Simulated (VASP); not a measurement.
# Au in VASP: further runs, part 2 of 2

VASP 6.6.1.

**5. Single point, PBEsol**

This run uses another cell than the first one, of 17.03 Å³/atom, 1.011 times its volume.

The input, INCAR:

```
SYSTEM = Au
ALGO = Fast ; EDIFF = 1E-6
ENCUT = 520 ; GGA = PS
ISIF = 2 ; ISMEAR = 0
LASPH = .TRUE. ; LCHARG = .TRUE.
LELF = .TRUE. ; LREAL = .FALSE.
LVHAR = .TRUE. ; LWAVE = .FALSE.
NBANDS = 18 ; NELM = 100
PREC = Accurate ; SIGMA = 0.1
```

The input, KPOINTS:

```
k-points
0
G
  18 18 14
  0 0 0
```

The input, POSCAR:

```
Au
1.0
    2.0418799352      2.0418799352      0.0000000000
   -2.0418799352      2.0418799352      0.0000000000
    0.0000000000      0.0000000000      4.0837598704
Au
2
Direct
    0.0000000000      0.0000000000      0.0000000000
    0.5000000000      0.5000000000      0.5000000000
```

Potentials or basis: VASP PAW PBE potentials, release 64 (Au).

Command:

```bash
$ cat potpaw_PBE.64/Au/POTCAR > POTCAR
$ mpirun -np 1 vasp_std > vasp.out
```

OUTCAR:

```text
SYSTEM = Au
   EDIFF = 1E-6
   ENCUT = 520
   GGA = PS
   ISIF = 2
   ISMEAR = 0
   LASPH = .TRUE.
   LREAL = .FALSE.
   NELM = 100
   PREC = Accurate

 ion  position               nearest neighbor table
   1  0.000  0.000  0.000-   2 2.89   2 2.89   2 2.89   2 2.89   2 2.89   2 2.89   2 2.89   2 2.89

   2  0.500  0.500  0.500-   1 2.89   1 2.89   1 2.89   1 2.89   1 2.89   1 2.89   1 2.89   1 2.89

  LATTYP: Found a simple tetragonal cell.
 ALAT       =     2.8876542971
 C/A-ratio  =     1.4142135624

  Lattice vectors:

 A1 = (   2.0418799352,   2.0418799352,   0.0000000000)
 A2 = (  -2.0418799352,   2.0418799352,   0.0000000000)
 A3 = (   0.0000000000,   0.0000000000,   4.0837598704)

Analysis of symmetry for initial positions (statically):
=====================================================================
 Subroutine PRICEL returns following result:

  LATTYP: Found a face centered cubic cell.
 ALAT       =     4.0837598704

  Lattice vectors:

 A1 = (   0.0000000000,  -2.0418799352,  -2.0418799352)
 A2 = (   2.0418799352,   0.0000000000,  -2.0418799352)
 A3 = (   2.0418799352,  -2.0418799352,   0.0000000000)

   2 primitive cells build up your supercell.

 Routine SETGRP: Setting up the symmetry group for a
 simple tetragonal supercell.

 Subroutine GETGRP returns: Found 16 space group operations
 (whereof 16 operations were pure point group operations)
 out of a pool of 16 trial point group operations.

The static configuration has the point symmetry D_4h.

Analysis of symmetry for dynamics (positions and initial velocities):
=====================================================================
 Subroutine PRICEL returns following result:

  LATTYP: Found a face centered cubic cell.
 ALAT       =     4.0837598704

[... 127 lines left out ...]
   EFERMI =   0.00;   METHOD = LEGACY
   ISMEAR =     0;   SIGMA  =   0.10  broadening in eV -4-tet -1-fermi 0-gaus
   EFERMI_NEDOS =   21; number of points for ismear=-14 and -15
   IALGO  =     68    algorithm
   IMIX   =      4    mixing-type and parameters
     AMIX     =   0.40;   BMIX     =  1.00
     AMIX_MAG =   1.60;   BMIX_MAG =  1.00
  volume/ion in A,a.u.               =      17.03       114.90
  Fermi-wavevector in a.u.,A,eV,Ry     =   1.415247  2.674429 27.251430  2.002924
  Thomas-Fermi vector in A             =   2.536705
   LORBIT       =      0    0 simple, 1 ext, 2 COOP (PROOUT), +10 PAW based schemes
   GGA     = PS    functional components
   LHFCALC =     F    Hartree Fock is set to
   AEXX    =    0.0000 exact exchange contribution
   IVDW    =     0    specifies the selected vdW correction
   LEPSILON=     F    determine dielectric tensor
   LRPA    =     F    only Hartree local field effects (RPA)
 non-spin polarized calculation
 RMM-DIIS sequential band-by-band and
 Gauss-broadening in eV      SIGMA  =   0.10
  energy-cutoff  :      520.00
  volume of cell :       34.05
 maximum number of plane-waves:       935
 NGX is ok and might be reduce to    24

 number of electron      21.9999998 magnetization

 Free energy of the ion-electron system (eV)
  ---------------------------------------------------
  ext. energy  EPLUGINS =         0.00000000
  ---------------------------------------------------
  free energy    TOTEN  =        -7.85000617 eV

  energy without entropy =       -7.84771682  energy(sigma->0) =       -7.84886150

 E-fermi :   9.2973     XC(G=0): -12.8904

 val. band max:        9.2959813380   @ k =   0.4444   0.1111   0.5000
 cond. band min:       9.3170675424   @ k =   0.5000   0.1667   0.1429
 fundamental gap:      0.0210862043
 Fermi energy:         9.2972689957

 k-point     1 :       0.0000    0.0000    0.0000
  band No.  band energies     occupation
      1      -0.6373      2.00000
      2       2.2117      2.00000
      3       2.5351      2.00000
      4       4.6075      2.00000
      5       4.6075      2.00000
      6       4.6092      2.00000
[... 481 lines left out ...]
      5       4.4568      2.00000
      6       4.8079      2.00000
[... 10 lines left out ...]
     17      23.2258      0.00000
     18      26.3955      0.00000

 [... further k-points ...]

------------------------ aborting loop because EDIFF is reached ----------------------------------------

  FORCE on cell =-STRESS in cart. coord.  units (eV):
  Direction    XX          YY          ZZ          XY          YZ          ZX
  --------------------------------------------------------------------------------------
  -------------------------------------------------------------------------------------
  Total       -0.0464025     -0.0464025     -0.1324113      0.0000000     -0.0000000     -0.0000000
  in kB       -2.1832389     -2.1832389     -6.2299567      0.0000000     -0.0000000     -0.0000000
  external PRESSURE =      -3.5321448 kB  Pullay stress =       0.0000000 kB

 VOLUME and BASIS-vectors are now :
 -----------------------------------------------------------------------------
  energy-cutoff  :      520.00
  volume of cell :       34.05
      direct lattice vectors                 reciprocal lattice vectors
     2.041879935  2.041879935  0.000000000     0.244872380  0.244872380  0.000000000
    -2.041879935  2.041879935  0.000000000    -0.244872380  0.244872380  0.000000000
     0.000000000  0.000000000  4.083759870     0.000000000  0.000000000  0.244872380

 POSITION                                       TOTAL-FORCE (eV/Angst)
 -----------------------------------------------------------------------------------
      0.00000      0.00000      0.00000         0.000000      0.000000     -0.000000
      0.00000      2.04188      2.04188        -0.000000     -0.000000      0.000000
 -----------------------------------------------------------------------------------
    total drift:                               -0.000000      0.000000     -0.000000

  FREE ENERGIE OF THE ION-ELECTRON SYSTEM (eV)
  ---------------------------------------------------
  free  energy   TOTEN  =        -7.8500061697 eV

  energy  without entropy=       -7.8477168237  energy(sigma->0) =       -7.84886150
```

stdout:

```text
POSCAR found type information on POSCAR Au
 POSCAR found :  1 types and       2 ions
 scaLAPACK will be used
 -----------------------------------------------------------------------------
|                                                                             |
|                                                                             |
|     You enforced a specific xc type in the INCAR file but a different       |
|     I HOPE YOU KNOW WHAT YOU ARE DOING!                                     |
|                                                                             |
 -----------------------------------------------------------------------------

 LDA part: xc-table for (Slater+PW92), standard interpolation
 POSCAR, INCAR and KPOINTS ok, starting setup
 FFT: planning ... GRIDC
 FFT: planning ... GRID_SOFT
 FFT: planning ... GRID
 WAVECAR not read
 entering main loop
```

Run time: 1.9 min. Hardware: 1 thread of Intel Xeon 6975P-C (Granite Rapids), shared host; peak memory 0.31 GiB.

What came out:

```
Free energy            : -7.8500 eV
Pressure               : -0.4 GPa
Band gap on the k mesh : zero (band 11 reaches 14.02 eV, above the bottom of band 12 at 6.70 eV)
```

Caveat: the PAW data sets were made with another functional, which shifts forces and pressure a little; spin-orbit coupling is left out, which moves the levels of the heavy elements.

**6. Single point, PBEsol**

This run uses another cell than the first one: it holds 1 atom, not 2.

The input, INCAR:

```
PREC = Accurate ; ENCUT = 500
EDIFF = 1E-6 ; ISMEAR = 0
SIGMA = 0.1 ; LREAL = False
LASPH = True ; NELM = 120
ALGO = Normal ; ISIF = 2
LWAVE = False ; LCHARG = False
GGA = PS ; NBANDS = 12
GGA_COMPAT = False
```

The input, KPOINTS:

```
regular mesh
0
Gamma
  8 8 8
```

The input, POSCAR:

```
Au
1.0
    0.0000000000      2.0439732163      2.0439732163
    2.0439732163      0.0000000000      2.0439732163
    2.0439732163      2.0439732163      0.0000000000
Au
1
Direct
    0.0000000000      0.0000000000      0.0000000000
```

Potentials or basis: VASP PAW PBE potentials, release 64 (Au).

Command:

```bash
$ cat potpaw_PBE.64/Au/POTCAR > POTCAR
$ mpirun -np 1 vasp_std > vasp.out
```

It took 11 s on 1 thread of Intel Xeon 8259CL, shared host; peak memory 0.14 GiB.

The run converged. Its results:

```
Free energy : -3.8858 eV
Pressure    : 0.1 GPa
```

Levels at points of the mesh, in eV from the Fermi level:
| k point | band 4 | band 5 | band 6 | band 7 | band 8 | band 9 |
| --- | --- | --- | --- | --- | --- | --- |
| (0.00, 0.00, 0.00) | -4.60 | -3.07 | -3.07 | 14.56 | 18.54 | 18.54 |
| (0.50, 0.00, 0.00) | -1.87 | -1.87 | -0.96 | 3.11 | 14.00 | 17.14 |
| (0.50, 0.50, 0.00) | -1.55 | -1.55 | 1.02 | 5.79 | 10.01 | 10.01 |

Caveat: the PAW data sets were made with another functional, which shifts forces and pressure a little; spin-orbit coupling is left out, which moves the levels of the heavy elements.

**7. Overview**

| cell | k mesh | cutoff (eV) | gap on the mesh (eV) | pressure (GPa) |
| --- | --- | --- | --- | --- |
| a = 2.801, b = 2.801, c = 4.294 Å, 2 atoms | 18 × 18 × 14 | 520 | none | 1.9 |
| a = 2.830, b = 2.830, c = 4.220 Å, 2 atoms | 18 × 18 × 14 | 520 | none | 1.1 |
| a = 2.859, b = 2.859, c = 4.144 Å, 2 atoms | 18 × 18 × 14 | 520 | none | 0.6 |
| a = 2.888, b = 2.888, c = 4.084 Å, 2 atoms | 18 × 18 × 14 | 520 | none | -0.4 |
| a = 2.891 Å, angles 60.0°, 1 atom | 8 × 8 × 8 | 500 | none | 0.1 |

Alike in all rows: task single point; level PBEsol; potentials or basis VASP PAW PBE potentials, release 64 (Au); no spin polarisation; smearing gaussian 0.1 eV.

Caveats: the PAW data sets were made with another functional, which shifts forces and pressure a little; spin-orbit coupling is left out, which moves the levels of the heavy elements.

Absolute energies hang on the potentials; compare differences alone.
